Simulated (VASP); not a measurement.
Wanted: the native input for a VASP 6.6.1 run.

* Task: single point
* Functional: PBE
* Potentials or basis: VASP PAW PBE potentials, release 64 (Sr_sv, O)
* Cutoff: 520 eV
* k mesh: 8 × 8 × 10
* Occupations: gaussian, width 0.05 eV
* Spin: no spin polarisation
* Dipole correction: no
* Further INCAR settings: ALGO = Normal; EDIFF = 1e-06; NBANDS = 24

The structure of SrO lies in POSCAR:

```
SrO
1.0
    4.4863742577      0.0000000000      0.0000000000
    0.0000000000      4.4863742577      0.0000000000
    0.0000000000      0.0000000000      3.5966252849
Sr O
2 2
Direct
    0.5000000000      0.0000000000      0.2703680608
    0.0000000000      0.5000000000      0.7852396226
    0.0000000000      0.0000000000      0.0000000000
    0.5000000000      0.5000000000      0.0000000000
```

This cell differs from its parent crystal: atom 2 (Sr) moved 0.2 Å along z.

The input as run:

INCAR

```
PREC     = Accurate       # precision mode
ENCUT    = 520            # plane-wave cutoff, eV
EDIFF    = 1E-6           # SCF threshold, eV
ISMEAR   = 0              # smearing method
SIGMA    = 0.05           # smearing width, eV
LREAL    = F              # projectors in reciprocal space
LASPH    = T              # aspherical terms in the spheres
NELM     = 100            # most SCF steps
ALGO     = Normal         # electronic algorithm
ISIF     = 2              # what is computed and relaxed
LWAVE    = F              # write WAVECAR
LCHARG   = F              # write CHGCAR
GGA      = PE             # functional
NBANDS   = 24             # bands
```

KPOINTS

```
Automatic mesh
0
Gamma
  8 8 10
```

Potentials or basis: VASP PAW PBE potentials, release 64 (Sr_sv, O).

The run is started by

```console
$ cat potpaw_PBE.64/Sr_sv/POTCAR potpaw_PBE.64/O/POTCAR > POTCAR
$ mpirun -np 1 vasp_std > vasp.out
```

It gave:

* Pressure: 4.1 GPa
* Largest force: 1.012 eV/Å
* Band gap on the k mesh: 2.32 eV (least direct gap 2.42 eV)

Caveat: the cell differs from its parent crystal (atom 2 (Sr) moved 0.2 Å along z); the cell stands under pressure; forces of over 1 eV/Å act on the atoms, so gaps and moduli don't describe the material at rest.

It took 2.1 min on 1 thread of Intel(R) Xeon(R) 6975P-C (Granite Rapids), on a shared host, peak memory 0.27 GiB.
